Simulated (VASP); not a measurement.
# CrMo3: single point with PBEsol

CrMo3:

```
CELL_PARAMETERS angstrom
3.87848 0.00000 0.00000
0.00000 3.87848 0.00000
0.00000 0.00000 3.87848
ATOMIC_POSITIONS crystal
Mo 0.00000 0.50000 0.50000
Mo 0.50000 0.00000 0.50000
Mo 0.50000 0.50000 0.00000
Cr 0.00000 0.00000 0.00000
```

```json
{"Program": "VASP 6.6.1", "Task": "single point", "Functional": "PBEsol", "Potentials or basis": "VASP PAW PBE potentials, release 64 (Mo_sv, Cr_pv)", "Cutoff": "520 eV", "k mesh": "12 × 12 × 12", "Occupations": "gaussian, width 0.1 eV", "Spin": "no spin polarisation"}
```

```json
{
 "Pressure": "0.3 GPa",
 "Band gap on the k mesh": "zero (bands 27 and 28 overlap by 2.01 eV)"
}
```

Levels at points of the mesh, in eV from the Fermi level:
| k point | band 23 | band 24 | band 25 | band 26 | band 27 | band 28 | band 29 | band 30 | band 31 | band 32 |
| --- | --- | --- | --- | --- | --- | --- | --- | --- | --- | --- |
| (0.00, 0.00, 0.00) | -0.61 | -0.61 | -0.61 | 1.60 | 1.60 | 3.46 | 3.46 | 3.57 | 3.58 | 4.02 |
| (0.50, 0.00, 0.00) | -2.11 | -1.45 | -1.45 | 0.05 | 0.21 | 0.94 | 0.94 | 1.01 | 1.43 | 1.43 |
| (0.50, 0.50, 0.00) | -1.92 | -1.67 | -1.54 | -1.54 | -1.12 | 0.31 | 0.67 | 0.67 | 0.74 | 1.28 |
| (0.50, 0.50, 0.50) | -0.83 | -0.83 | -0.83 | -0.61 | -0.61 | 1.32 | 1.32 | 1.32 | 2.01 | 3.14 |

Wall time 2.7 min on 1 thread of Intel(R) Xeon(R) Platinum 8488C (Sapphire Rapids) (shared host), peak memory 0.26 GiB.

Caveat: the PAW data sets were made with another functional, which shifts forces and pressure a little; the run has no spin polarisation, though such a crystal can be magnetic. Spin polarisation is off, so any magnetic state and its effect on volume and gap are missing.
